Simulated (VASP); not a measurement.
# Al4NiPd3 (Im-3m) in VASP: single point with LDA

Aim: the single point of Al4NiPd3 with LDA.

Program: VASP 6.6.1. These are calculated values, not measurements. Logs are shortened: lines on timing, memory, paths and dates and some standing lists are left out, and cuts for length are marked.

## Step 1: The cell of the first run

The structure is cubic, space group Im-3m (No. 229). The conventional cell has a = 6.075 Å, b = 6.075 Å, c = 6.075 Å, α = 90.00°, β = 90.00°, γ = 90.00°. Within 3.5 Å of Al (site symmetry -3m) lie 2 Ni at 2.63 Å and 6 Pd at 2.63 Å and 6 Al at 3.04 Å. Within 3.5 Å of Ni (site symmetry m-3m) lie 8 Al at 2.63 Å and 6 Pd at 3.04 Å. Within 3.5 Å of Pd (site symmetry 4/mmm) lie 8 Al at 2.63 Å and 2 Ni at 3.04 Å and 4 Pd at 3.04 Å.

## Step 2: Single point, LDA

Contents of POSCAR:

```
Al4NiPd3
1.0
   -3.0373203000      3.0373203000      3.0373203000
    3.0373203000     -3.0373203000      3.0373203000
    3.0373203000      3.0373203000     -3.0373203000
Al Ni Pd
4 1 3
Direct
    0.5000000000      0.5000000000      0.5000000000
    0.0000000000      0.5000000000      0.0000000000
    0.5000000000      0.0000000000      0.0000000000
    0.0000000000      0.0000000000      0.5000000000
    0.0000000000      0.0000000000      0.0000000000
    0.5000000000      0.0000000000      0.5000000000
    0.0000000000      0.5000000000      0.5000000000
    0.5000000000      0.5000000000      0.0000000000
```

Contents of INCAR.step1:

```
PREC = Accurate ; ENCUT = 520
EDIFF = 1E-6 ; ISMEAR = 0
SIGMA = 0.1 ; LREAL = F
LASPH = T ; NELM = 60
ALGO = Fast ; ISIF = 2
LWAVE = F ; LCHARG = T
LMAXMIX = 4 ; NBANDS = 36
```

Contents of KPOINTS.step1:

```
Automatic mesh
0
Gamma
  10 10 10
```

Contents of INCAR.step2:

```
PREC = Accurate ; ENCUT = 520
EDIFF = 1E-6 ; ISMEAR = -5
SIGMA = 0.1 ; LREAL = F
LASPH = T ; NELM = 60
ALGO = Fast ; ISIF = 2
LWAVE = F ; LCHARG = F
LMAXMIX = 4 ; LORBIT = 11
NEDOS = 2001 ; ICHARG = 11
```

Contents of KPOINTS.step2:

```
Automatic mesh
0
Gamma
  15 15 15
```

Potentials or basis: VASP PAW LDA potentials, release 64 (Al, Ni, Pd).

Launch:

```console
$ cat potpaw_LDA.64/Al/POTCAR potpaw_LDA.64/Ni/POTCAR potpaw_LDA.64/Pd/POTCAR > POTCAR
$ cp INCAR.step1 INCAR
$ cp KPOINTS.step1 KPOINTS
$ mpirun -np 1 vasp_std > vasp.out
$ cp INCAR.step2 INCAR
$ cp KPOINTS.step2 KPOINTS
$ mpirun -np 1 vasp_std > vasp.out
```

OUTCAR:

```text
PREC = Accurate
   ENCUT = 520
   EDIFF = 1E-6
   ISMEAR = -5
   LREAL = F
   LASPH = T
   NELM = 60
   ISIF = 2
   LORBIT = 11
   ICHARG = 11

 ion  position               nearest neighbor table
   1  0.500  0.500  0.500-   5 2.63   6 2.63   7 2.63   8 2.63   8 2.63   6 2.63   7 2.63   5 2.63
                             4 3.04   3 3.04   2 3.04   2 3.04   4 3.04   3 3.04
   2  0.000  0.500  0.000-   5 2.63   6 2.63   7 2.63   8 2.63   7 2.63   5 2.63   8 2.63   6 2.63
                             4 3.04   4 3.04   1 3.04   1 3.04   3 3.04   3 3.04
   3  0.500  0.000  0.000-   5 2.63   6 2.63   7 2.63   8 2.63   6 2.63   8 2.63   5 2.63   7 2.63
                             4 3.04   1 3.04   1 3.04   4 3.04   2 3.04   2 3.04
   4  0.000  0.000  0.500-   5 2.63   6 2.63   7 2.63   8 2.63   5 2.63   7 2.63   6 2.63   8 2.63
                             3 3.04   2 3.04   1 3.04   3 3.04   1 3.04   2 3.04
   5  0.000  0.000  0.000-   1 2.63   2 2.63   3 2.63   4 2.63   4 2.63   2 2.63   3 2.63   1 2.63
                             7 3.04   7 3.04   8 3.04   6 3.04   8 3.04   6 3.04
   6  0.500  0.000  0.500-   1 2.63   2 2.63   3 2.63   4 2.63   3 2.63   1 2.63   4 2.63   2 2.63
                             7 3.04   8 3.04   8 3.04   5 3.04   7 3.04   5 3.04
   7  0.000  0.500  0.500-   1 2.63   2 2.63   3 2.63   4 2.63   2 2.63   4 2.63   1 2.63   3 2.63
                             6 3.04   5 3.04   8 3.04   8 3.04   6 3.04   5 3.04
   8  0.500  0.500  0.000-   1 2.63   2 2.63   3 2.63   4 2.63   1 2.63   3 2.63   2 2.63   4 2.63
                             6 3.04   6 3.04   7 3.04   7 3.04   5 3.04   5 3.04

  LATTYP: Found a body centered cubic cell.
 ALAT       =     6.0746406000

  Lattice vectors:

 A1 = (  -3.0373203000,   3.0373203000,   3.0373203000)
 A2 = (   3.0373203000,  -3.0373203000,   3.0373203000)
 A3 = (   3.0373203000,   3.0373203000,  -3.0373203000)

Analysis of symmetry for initial positions (statically):
=====================================================================
 Subroutine PRICEL returns:
 Original cell was already a primitive cell.

 Routine SETGRP: Setting up the symmetry group for a
 body centered cubic supercell.

 Subroutine GETGRP returns: Found 48 space group operations
 (whereof 48 operations were pure point group operations)
 out of a pool of 48 trial point group operations.

The static configuration has the point symmetry O_h .

Analysis of symmetry for dynamics (positions and initial velocities):
=====================================================================
 Subroutine PRICEL returns:
 Original cell was already a primitive cell.

 Routine SETGRP: Setting up the symmetry group for a
 body centered cubic supercell.

 Subroutine GETGRP returns: Found 48 space group operations
 (whereof 48 operations were pure point group operations)
 out of a pool of 48 trial point group operations.

The dynamic configuration has the point symmetry O_h .

 Subroutine INISYM returns: Found 48 space group operations
 (whereof 48 operations are pure point group operations),
 and found     1 'primitive' translations

----------------------------------------------------------------------------------------

                                     Primitive cell

  volume of cell :     112.0809

  direct lattice vectors                    reciprocal lattice vectors
    -3.037320300  3.037320300  3.037320300     0.000000000  0.164618792  0.164618792
     3.037320300 -3.037320300  3.037320300     0.164618792  0.000000000  0.164618792
     3.037320300  3.037320300 -3.037320300     0.164618792  0.164618792  0.000000000

  length of vectors
     5.260793078  5.260793078  5.260793078     0.232806129  0.232806129  0.232806129

  position of ions in fractional coordinates (direct lattice)
     0.500000000  0.500000000  0.500000000
     0.000000000  0.500000000  0.000000000
     0.500000000  0.000000000  0.000000000
     0.000000000  0.000000000  0.500000000
     0.000000000  0.000000000  0.000000000
     0.500000000  0.000000000  0.500000000
     0.000000000  0.500000000  0.500000000
     0.500000000  0.500000000  0.000000000

  ion indices of the primitive-cell ions
   primitive index   ion index
                 1           1
                 2           2
                 3           3
                 4           4
                 5           5
                 6           6
                 7           7
                 8           8

----------------------------------------------------------------------------------------

 KPOINTS: Automatic mesh

Automatic generation of k-mesh.
 Grid dimensions read from file:
 generate k-points for:   15   15   15

 Generating k-lattice:

  Cartesian coordinates                     Fractional coordinates (reciprocal lattice)
     0.000000000  0.010974586  0.010974586     0.066666667  0.000000000  0.000000000
     0.010974586  0.000000000  0.010974586     0.000000000  0.066666667  0.000000000
     0.010974586  0.010974586  0.000000000     0.000000000  0.000000000  0.066666667

  Length of vectors
     0.015520409  0.015520409  0.015520409

  Shift w.r.t. Gamma in fractional coordinates (k-lattice)
     0.000000000  0.000000000  0.000000000

 TETIRR: Found   3891 inequivalent tetrahedra from    20250

 Subroutine IBZKPT returns following result:
 ===========================================

 Found    120 irreducible k-points:

 Following reciprocal coordinates:
            Coordinates               Weight
  0.000000  0.000000  0.000000      1.000000
  0.066667  0.000000  0.000000     12.000000
  0.133333  0.000000  0.000000     12.000000
  0.200000  0.000000  0.000000     12.000000
  0.266667  0.000000  0.000000     12.000000
  0.333333  0.000000  0.000000     12.000000
[... 16 lines left out ...]
  0.333333  0.200000  0.000000     48.000000
  0.400000  0.200000 -0.000000     24.000000
 [... further k-points ...]
   k-points           NKPTS =    120   k-points in BZ     NKDIM =    120   number of bands    NBANDS=     31
   number of dos      NEDOS =   2001   number of ions     NIONS =      8
   total plane-waves  NPLWV =  64000
   dimension x,y,z NGX =    40 NGY =   40 NGZ =   40
   dimension x,y,z NGXF=    80 NGYF=   80 NGZF=   80
   ions per type =               4   1   3
   NGX,Y,Z   is equivalent  to a cutoff of  12.64, 12.64, 12.64 a.u.
   NGXF,Y,Z  is equivalent  to a cutoff of  25.28, 25.28, 25.28 a.u.
 SYSTEM =  unknown system
   PREC   = accura    normal or accurate (medium, high low for compatibility)
   ISTART =      0    job   : 0-new  1-cont  2-samecut
   ICHARG =     11    charge: 1-file 2-atom 10-const
   ISPIN  =      1    spin polarized calculation?
   LNONCOLLINEAR =      F non collinear calculations
   LSORBIT =      F    spin-orbit coupling
   LASPH  =      T    aspherical Exc in radial PAW
   ENCUT  =  520.0 eV  38.22 Ry    6.18 a.u.   9.78  9.78  9.78*2*pi/ulx,y,z
   NELM   =     60;   NELMIN=  2; NELMDL=  0     # of ELM steps
   EDIFF  = 0.1E-05   stopping-criterion for ELM
   LREAL  =      F    real-space projection
   EDIFFG = 0.1E-04   stopping-criterion for IOM
   NSW    =      0    number of steps for IOM
   IBRION =     -1    ionic relax: 0-MD 1-quasi-New 2-CG
   NFREE  =      0    steps in history (QN), initial steepest desc. (CG)
   ISIF   =      2    stress and relaxation
   ISYM   =      2    0-nonsym 1-usesym 2-fastsym
   POTIM  = 0.5000    time-step for ionic-motion
   TEBEG  =    0.0;   TEEND  =   0.0 temperature during run
   PSTRESS=    0.0 pullay stress
   NELECT =      52.0000    total number of electrons
   NUPDOWN=      -1.0000    fix difference up-down
   EMIN   =  10.00;   EMAX   =-10.00  energy-range for DOS
   EFERMI =   0.00;   METHOD = LEGACY
   ISMEAR =    -5;   SIGMA  =   0.10  broadening in eV -4-tet -1-fermi 0-gaus
   EFERMI_NEDOS =   21; number of points for ismear=-14 and -15
   IALGO  =     68    algorithm
   IMIX   =      4    mixing-type and parameters
     AMIX     =   0.40;   BMIX     =  1.00
     AMIX_MAG =   1.60;   BMIX_MAG =  1.00
  volume/ion in A,a.u.               =      14.01        94.54
  Fermi-wavevector in a.u.,A,eV,Ry     =   1.267356  2.394956 21.853565  1.606192
  Thomas-Fermi vector in A             =   2.400508
   LORBIT       =     11    0 simple, 1 ext, 2 COOP (PROOUT), +10 PAW based schemes
   GGA     = CA    functional components
   LHFCALC =     F    Hartree Fock is set to
   AEXX    =    0.0000 exact exchange contribution
   IVDW    =     0    specifies the selected vdW correction
   LEPSILON=     F    determine dielectric tensor
   LRPA    =     F    only Hartree local field effects (RPA)
 non-spin polarized calculation
 RMM-DIIS sequential band-by-band and
 Fermi weights with tetrahedron method with Bloechl corrections
  energy-cutoff  :      520.00
  volume of cell :      112.08
 maximum number of plane-waves:      3043

 number of electron      52.0000002 magnetization

 Free energy of the ion-electron system (eV)
  ---------------------------------------------------
  ext. energy  EPLUGINS =         0.00000000
  ---------------------------------------------------
  free energy    TOTEN  =       -49.32347914 eV

  energy without entropy =      -49.32347914  energy(sigma->0) =      -49.32347914

 E-fermi :   9.8916     XC(G=0): -12.1806

 val. band max:        9.9419943276   @ k =  -0.3333   0.3333   0.2667
 cond. band min:       9.8791590065   @ k =  -0.4667  -0.4667   0.1333
 fundamental gap:     -0.0628353211
 Fermi energy:         9.8915689724

 k-point     1 :       0.0000    0.0000    0.0000
  band No.  band energies     occupation
      1      -0.6173      2.00000
      2       3.1379      2.00000
      3       3.1379      2.00000
      4       3.1379      2.00000
      5       4.7888      2.00000
      6       4.7888      2.00000
[... 805 lines left out ...]
     30      13.3849      0.00000
     31      13.4182      0.00000

 [... further k-points ...]
[... 5 lines left out ...]
  --------------------------------------------------------------------------------------
  -------------------------------------------------------------------------------------
  Total       -5.9885417     -5.9885417     -5.9885417     -0.0000000      0.0000000     -0.0000000
  in kB      -85.6051496    -85.6051496    -85.6051496     -0.0000000      0.0000000     -0.0000000
  external PRESSURE =     -85.6051496 kB  Pullay stress =       0.0000000 kB

 VOLUME and BASIS-vectors are now :
 -----------------------------------------------------------------------------
  energy-cutoff  :      520.00
  volume of cell :      112.08
      direct lattice vectors                 reciprocal lattice vectors
    -3.037320300  3.037320300  3.037320300     0.000000000  0.164618792  0.164618792
     3.037320300 -3.037320300  3.037320300     0.164618792  0.000000000  0.164618792
     3.037320300  3.037320300 -3.037320300     0.164618792  0.164618792  0.000000000

 POSITION                                       TOTAL-FORCE (eV/Angst)
 -----------------------------------------------------------------------------------
      1.51866      1.51866      1.51866        -0.000000      0.000000     -0.000000
      1.51866     -1.51866      1.51866        -0.000000      0.000000     -0.000000
     -1.51866      1.51866      1.51866         0.000000      0.000000     -0.000000
      1.51866      1.51866     -1.51866         0.000000      0.000000     -0.000000
      0.00000      0.00000      0.00000        -0.000000      0.000000     -0.000000
      0.00000      3.03732      0.00000        -0.000000     -0.000000     -0.000000
      3.03732      0.00000      0.00000        -0.000000     -0.000000      0.000000
      0.00000      0.00000      3.03732         0.000000      0.000000      0.000000
 -----------------------------------------------------------------------------------
    total drift:                               -0.000000     -0.000000      0.000000

  FREE ENERGIE OF THE ION-ELECTRON SYSTEM (eV)
  ---------------------------------------------------
  free  energy   TOTEN  =       -49.3234791427 eV

  energy  without entropy=      -49.3234791427  energy(sigma->0) =      -49.32347914

 total charge

# of ion       s       p       d       tot
------------------------------------------
    1        0.378   0.378   0.000   0.756
    2        0.378   0.378   0.000   0.756
    3        0.378   0.378   0.000   0.756
    4        0.378   0.378   0.000   0.756
    5        0.425   0.408   8.463   9.296
    6        0.525   0.600   8.619   9.744
    7        0.525   0.600   8.619   9.744
    8        0.525   0.600   8.619   9.744
--------------------------------------------------
tot          3.512   3.723  34.319  41.554
```

It took 7.9 min on 1 thread of AMD EPYC 7R43 (Zen 3), shared host; peak memory 0.45 GiB.

Results:

| Property | Result |
| --- | --- |
| Valence electrons inside the program's atomic spheres | Al 0.76; Ni 9.30; Pd 9.74 |

Caveat: tetrahedron occupations give inexact forces and stress in metals. Spin polarisation is off, so any magnetic state and its effect on volume and gap are missing.
